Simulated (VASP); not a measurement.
# Re (P6_3/mmc) in VASP: a series of runs

The runs below take Re through electric field gradients, with PBEsol.

All numbers are computed with VASP 6.6.1; they aren't measurements. Logs are shortened: lines on timing, memory, paths and dates and some standing lists are left out, and cuts for length are marked.

**1. The cell of the first run**

It takes space group P6_3/mmc (No. 194, hexagonal). The conventional cell has a = 2.550 Å, b = 2.550 Å, c = 4.077 Å, α = 90.00°, β = 90.00°, γ = 120.00°. Within 3.3 Å of Re (site symmetry -6m2) lie 12 Re at 2.51 to 2.55 Å.

**2. Electric field gradients, PBEsol (11.48 Å³/atom)**

INCAR

```
SYSTEM = Re
  PREC = Accurate
  ENCUT = 520
  EDIFF = 1E-8
  ISMEAR = -1
  SIGMA = 0.05
  LREAL = .False.
  LASPH = .True.
  NELM = 80
  ALGO = Normal
  ISIF = 2
  LWAVE = .False.
  LCHARG = .False.
  GGA = PS
  LEFG = .True.
  NBANDS = 14
```

KPOINTS

```
Automatic mesh
0
Gamma
  18 18 10
  0 0 0
```

POSCAR

```
Re
1.0
    2.5497657329      0.0000000000      0.0000000000
   -1.2748828664      2.2081618983      0.0000000000
    0.0000000000      0.0000000000      4.0770373845
Re
2
Direct
    0.3333333333      0.6666666667      0.2500000000
    0.6666666667      0.3333333333      0.7500000000
```

Potentials or basis: VASP PAW PBE potentials, release 64 (Re).

On the command line:

```console
$ cat potpaw_PBE.64/Re/POTCAR > POTCAR
$ mpirun -np 1 vasp_std > vasp.out
```

OUTCAR:

```text
SYSTEM = Re
   PREC = Accurate
   ENCUT = 520
   EDIFF = 1E-8
   ISMEAR = -1
   LREAL = .False.
   LASPH = .True.
   NELM = 80
   ISIF = 2
   GGA = PS

 ion  position               nearest neighbor table
   1  0.333  0.667  0.250-   2 2.51   2 2.51   2 2.51   2 2.51   2 2.51   2 2.51
   2  0.667  0.333  0.750-   1 2.51   1 2.51   1 2.51   1 2.51   1 2.51   1 2.51

  LATTYP: Found a hexagonal cell.
 ALAT       =     2.5497657329
 C/A-ratio  =     1.5989850879

  Lattice vectors:

 A1 = (   2.5497657329,   0.0000000000,   0.0000000000)
 A2 = (  -1.2748828664,   2.2081618983,   0.0000000000)
 A3 = (   0.0000000000,   0.0000000000,   4.0770373845)

Analysis of symmetry for initial positions (statically):
=====================================================================
 Subroutine PRICEL returns:
 Original cell was already a primitive cell.

 Routine SETGRP: Setting up the symmetry group for a
 hexagonal supercell.

 Subroutine GETGRP returns: Found 24 space group operations
 (whereof 12 operations were pure point group operations)
 out of a pool of 24 trial point group operations.

The static configuration has the point symmetry D_3d.
 The point group associated with its full space group is D_6h.

Analysis of symmetry for dynamics (positions and initial velocities):
=====================================================================
 Subroutine PRICEL returns:
 Original cell was already a primitive cell.

 Routine SETGRP: Setting up the symmetry group for a
 hexagonal supercell.

 Subroutine GETGRP returns: Found 24 space group operations
 (whereof 12 operations were pure point group operations)
 out of a pool of 24 trial point group operations.

The dynamic configuration has the point symmetry D_3d.
 The point group associated with its full space group is D_6h.

 Subroutine INISYM returns: Found 24 space group operations
 (whereof 12 operations are pure point group operations),
 and found     1 'primitive' translations

----------------------------------------------------------------------------------------

                                     Primitive cell

  volume of cell :      22.9549

  direct lattice vectors                    reciprocal lattice vectors
     2.549765733  0.000000000  0.000000000     0.392192893  0.226432673  0.000000000
    -1.274882866  2.208161898  0.000000000     0.000000000  0.452865345  0.000000000
     0.000000000  0.000000000  4.077037384     0.000000000  0.000000000  0.245276142

  length of vectors
     2.549765733  2.549765733  4.077037384     0.452865345  0.452865345  0.245276142

  position of ions in fractional coordinates (direct lattice)
     0.333333333  0.666666667  0.250000000
     0.666666667  0.333333333  0.750000000

  ion indices of the primitive-cell ions
   primitive index   ion index
                 1           1
                 2           2

----------------------------------------------------------------------------------------

 KPOINTS: Automatic mesh

Automatic generation of k-mesh.
 Grid dimensions read from file:
 generate k-points for:   18   18   10

 Generating k-lattice:

  Cartesian coordinates                     Fractional coordinates (reciprocal lattice)
     0.021788494  0.012579593  0.000000000     0.055555556  0.000000000  0.000000000
     0.000000000  0.025159186  0.000000000     0.000000000  0.055555556  0.000000000
     0.000000000  0.000000000  0.024527614     0.000000000  0.000000000  0.100000000

  Length of vectors
     0.025159186  0.025159186  0.024527614

  Shift w.r.t. Gamma in fractional coordinates (k-lattice)
     0.000000000  0.000000000  0.000000000

 Subroutine IBZKPT returns following result:
 ===========================================

 Found    222 irreducible k-points:

 Following reciprocal coordinates:
            Coordinates               Weight
  0.000000  0.000000  0.000000      1.000000
  0.055556  0.000000  0.000000      6.000000
  0.111111  0.000000  0.000000      6.000000
  0.166667  0.000000  0.000000      6.000000
  0.222222  0.000000  0.000000      6.000000
  0.277778  0.000000  0.000000      6.000000
[... 16 lines left out ...]
  0.333333  0.111111  0.000000     12.000000
  0.388889  0.111111  0.000000     12.000000
 [... further k-points ...]
   k-points           NKPTS =    222   k-points in BZ     NKDIM =    222   number of bands    NBANDS=     14
   number of dos      NEDOS =    301   number of ions     NIONS =      2
   total plane-waves  NPLWV =  12000
   dimension x,y,z NGX =    20 NGY =   20 NGZ =   30
   dimension x,y,z NGXF=    40 NGYF=   40 NGZF=   60
   ions per type =               2
   NGX,Y,Z   is equivalent  to a cutoff of  13.04, 13.04, 12.23 a.u.
   NGXF,Y,Z  is equivalent  to a cutoff of  26.08, 26.08, 24.47 a.u.
 SYSTEM =  Re
   PREC   = accura    normal or accurate (medium, high low for compatibility)
   ISTART =      0    job   : 0-new  1-cont  2-samecut
   ICHARG =      2    charge: 1-file 2-atom 10-const
   ISPIN  =      1    spin polarized calculation?
   LNONCOLLINEAR =      F non collinear calculations
   LSORBIT =      F    spin-orbit coupling
   LASPH  =      T    aspherical Exc in radial PAW
   ENCUT  =  520.0 eV  38.22 Ry    6.18 a.u.   4.74  4.74  7.58*2*pi/ulx,y,z
   NELM   =     80;   NELMIN=  2; NELMDL= -5     # of ELM steps
   EDIFF  = 0.1E-07   stopping-criterion for ELM
   LREAL  =      F    real-space projection
   EDIFFG = 0.1E-06   stopping-criterion for IOM
   NSW    =      0    number of steps for IOM
   IBRION =     -1    ionic relax: 0-MD 1-quasi-New 2-CG
   NFREE  =      0    steps in history (QN), initial steepest desc. (CG)
   ISIF   =      2    stress and relaxation
   ISYM   =      2    0-nonsym 1-usesym 2-fastsym
   POTIM  = 0.5000    time-step for ionic-motion
   TEBEG  =    0.0;   TEEND  =   0.0 temperature during run
   PSTRESS=    0.0 pullay stress
   NELECT =      14.0000    total number of electrons
   NUPDOWN=      -1.0000    fix difference up-down
   EMIN   =  10.00;   EMAX   =-10.00  energy-range for DOS
   EFERMI =   0.00;   METHOD = LEGACY
   ISMEAR =    -1;   SIGMA  =   0.05  broadening in eV -4-tet -1-fermi 0-gaus
   EFERMI_NEDOS =   21; number of points for ismear=-14 and -15
   IALGO  =     38    algorithm
   IMIX   =      4    mixing-type and parameters
     AMIX     =   0.40;   BMIX     =  1.00
     AMIX_MAG =   1.60;   BMIX_MAG =  1.00
  volume/ion in A,a.u.               =      11.48        77.45
  Fermi-wavevector in a.u.,A,eV,Ry     =   1.388328  2.623560 26.224628  1.927456
  Thomas-Fermi vector in A             =   2.512465
   LORBIT       =      0    0 simple, 1 ext, 2 COOP (PROOUT), +10 PAW based schemes
   GGA     = PS    functional components
   LHFCALC =     F    Hartree Fock is set to
   AEXX    =    0.0000 exact exchange contribution
   IVDW    =     0    specifies the selected vdW correction
   LEPSILON=     F    determine dielectric tensor
   LRPA    =     F    only Hartree local field effects (RPA)
 non-spin polarized calculation
  energy-cutoff  :      520.00
  volume of cell :       22.95
 maximum number of plane-waves:       640
 NGX is ok and might be reduce to    20
   NGX =  9   NGY =  9   NGZ = 15

 number of electron      14.0000001 magnetization

 Free energy of the ion-electron system (eV)
  ---------------------------------------------------
  ext. energy  EPLUGINS =         0.00000000
  ---------------------------------------------------
  free energy    TOTEN  =       -24.24720502 eV

  energy without entropy =      -24.23694305  energy(sigma->0) =      -24.24207404

 E-fermi :  11.1352     XC(G=0): -15.2096

 val. band max:       11.1280691750   @ k =   0.3333   0.1111   0.3000
 cond. band min:      11.1364262792   @ k =   0.3333   0.3333   0.1000
 fundamental gap:      0.0083571042
 Fermi energy:        11.1352202952

 k-point     1 :       0.0000    0.0000    0.0000
  band No.  band energies     occupation
      1      -0.4557      2.00000
      2       2.3935      2.00000
      3       8.6578      2.00000
      4       8.6578      2.00000
      5       8.8964      2.00000
      6       9.9485      2.00000
      7       9.9485      2.00000
      8      11.1239      1.11233
      9      11.1239      1.11233
     10      12.8126      0.00000
     11      15.7155      0.00000
     12      15.7155      0.00000
     13      24.6673      0.00000
     14      25.4290      0.00000

 k-point     2 :       0.0556    0.0000    0.0000
  band No.  band energies     occupation
      1      -0.2825      2.00000
      2       2.5556      2.00000
      3       8.1969      2.00000
      4       8.8189      2.00000
      5       9.2923      2.00000
      6       9.8170      2.00000
      7      10.1034      2.00000
      8      10.8496      1.99341
      9      10.9729      1.92502
     10      12.1480      0.00000
     11      15.8387      0.00000
     12      16.6437      0.00000
     13      24.7758      0.00000
     14      25.8342      0.00000

 k-point     3 :       0.1111    0.0000    0.0000
  band No.  band energies     occupation
      1       0.2153      2.00000
      2       3.0029      2.00000
      3       7.5703      2.00000
      4       9.2969      2.00000
      5       9.4208      2.00000
      6       9.8354      2.00000
      7       9.8690      2.00000
      8      10.5620      1.99998
      9      10.5825      1.99997
     10      11.4375      0.00473
     11      16.1453      0.00000
     12      18.3551      0.00000
     13      24.9589      0.00000
     14      26.9791      0.00000
[... 324 lines left out ...]
 k-point    23 :       0.3333    0.1111    0.0000
  band No.  band energies     occupation
      1       3.6080      2.00000
      2       4.1417      2.00000
      3       4.2781      2.00000
      4       7.9245      2.00000
      5       8.0224      2.00000
      6       9.7297      2.00000
      7       9.9347      2.00000
      8      14.3280      0.00000
      9      15.6776      0.00000
     10      17.0602      0.00000
     11      17.7567      0.00000
     12      23.9560      0.00000
     13      24.7904      0.00000
     14      26.3579      0.00000

 k-point    24 :       0.3889    0.1111    0.0000
  band No.  band energies     occupation
      1       3.3792      2.00000
      2       3.8804      2.00000
      3       4.2033      2.00000
      4       7.9667      2.00000
      5       8.6460      2.00000
      6       9.4564      2.00000
      7      10.4203      2.00000
      8      15.6610      0.00000
      9      16.4338      0.00000
     10      17.1034      0.00000
     11      19.1777      0.00000
     12      22.6800      0.00000
     13      24.4825      0.00000
     14      24.9334      0.00000

 [... further k-points ...]

------------------------ aborting loop because EDIFF is reached ----------------------------------------

  FORCE on cell =-STRESS in cart. coord.  units (eV):
  Direction    XX          YY          ZZ          XY          YZ          ZX
  --------------------------------------------------------------------------------------
  -------------------------------------------------------------------------------------
  Total       22.4283240     22.4283240     23.7504259      0.0000000     -0.0000000      0.0000000
  in kB     1565.4223069   1565.4223067   1657.7006157      0.0000000     -0.0000000      0.0000000
  external PRESSURE =    1596.1817431 kB  Pullay stress =       0.0000000 kB

 VOLUME and BASIS-vectors are now :
 -----------------------------------------------------------------------------
  energy-cutoff  :      520.00
  volume of cell :       22.95
      direct lattice vectors                 reciprocal lattice vectors
     2.549765733  0.000000000  0.000000000     0.392192893  0.226432673  0.000000000
    -1.274882866  2.208161898  0.000000000     0.000000000  0.452865345  0.000000000
     0.000000000  0.000000000  4.077037384     0.000000000  0.000000000  0.245276142

 POSITION                                       TOTAL-FORCE (eV/Angst)
 -----------------------------------------------------------------------------------
     -0.00000      1.47211      1.01926        -0.000000     -0.000000      0.000000
      1.27488      0.73605      3.05778         0.000000      0.000000      0.000000
 -----------------------------------------------------------------------------------
    total drift:                                0.000000     -0.000000     -0.000000

  FREE ENERGIE OF THE ION-ELECTRON SYSTEM (eV)
  ---------------------------------------------------
  free  energy   TOTEN  =       -24.2472050208 eV

  energy  without entropy=      -24.2369430498  energy(sigma->0) =      -24.24207404

 Electric field gradients (V/A^2)
---------------------------------------------------------------------
 ion       V_xx      V_yy      V_zz      V_xy      V_xz      V_yz
---------------------------------------------------------------------
   1      54.943    54.943  -109.887    -0.000     0.000    -0.000
   2      54.943    54.943  -109.887    -0.000    -0.000     0.000
---------------------------------------------------------------------

 Electric field gradients after diagonalization (V/A^2)
 (convention: |V_zz| > |V_xx| > |V_yy|)
----------------------------------------------------------------------
 ion       V_xx      V_yy      V_zz     asymmetry (V_yy - V_xx)/ V_zz
----------------------------------------------------------------------
   1      54.943    54.943  -109.887       0.000
   2      54.943    54.943  -109.887       0.000
----------------------------------------------------------------------

           NMR quadrupolar parameters

 Cq : quadrupolar parameter    Cq=e*Q*V_zz/h
 eta: asymmetry parameters     (V_yy - V_xx)/ V_zz
 Q  : nuclear electric quadrupole moment in mb (millibarn)
----------------------------------------------------------------------
 ion       Cq(MHz)       eta       Q (mb)
----------------------------------------------------------------------
   1      -0.266       0.000       1.000
   2      -0.266       0.000       1.000
----------------------------------------------------------------------
```

Wall time 1.7 min (1 thread of Intel Xeon 8259CL, shared host); peak memory 0.19 GiB.

Results:

| Quantity | Value |
| --- | --- |
| Free energy | -24.2472 eV |
| Pressure | 159.6 GPa |
| Band gap on the k mesh | zero (bands 7 and 8 overlap by 5.29 eV) |
| Largest electric field gradient by atom | Re -109.9 V/Å² |

Levels at points of the mesh, in eV from the Fermi level:
| k point | band 5 | band 6 | band 7 | band 8 | band 9 | band 10 |
| --- | --- | --- | --- | --- | --- | --- |
| (0.00, 0.00, 0.00) | -2.24 | -1.19 | -1.19 | -0.01 | -0.01 | 1.68 |
| (0.50, 0.00, 0.00) | -1.63 | -1.63 | -0.64 | 5.57 | 6.42 | 6.43 |
| (0.00, 0.00, 0.50) | -2.67 | -2.67 | -2.67 | -2.67 | 3.59 | 3.59 |
| (0.50, 0.00, 0.50) | 0.34 | 0.34 | 1.74 | 1.74 | 6.06 | 6.06 |

Electric field gradients, principal values (V/Å²):
```csv
atom,least,middle,greatest (by size)
1 Re,54.943,54.943,-109.887
2 Re,54.943,54.943,-109.887
```

Caveat: the stress differs along the axes, from 157 to 166 GPa; without QUAD_EFG the Cq values of the log hold for a quadrupole moment of 1 mb, not for the nuclei; the PAW data sets were made with another functional, which shifts forces and pressure a little; spin-orbit coupling is left out, which moves the levels of the heavy elements.

(Part 1 of 2 ends here.)
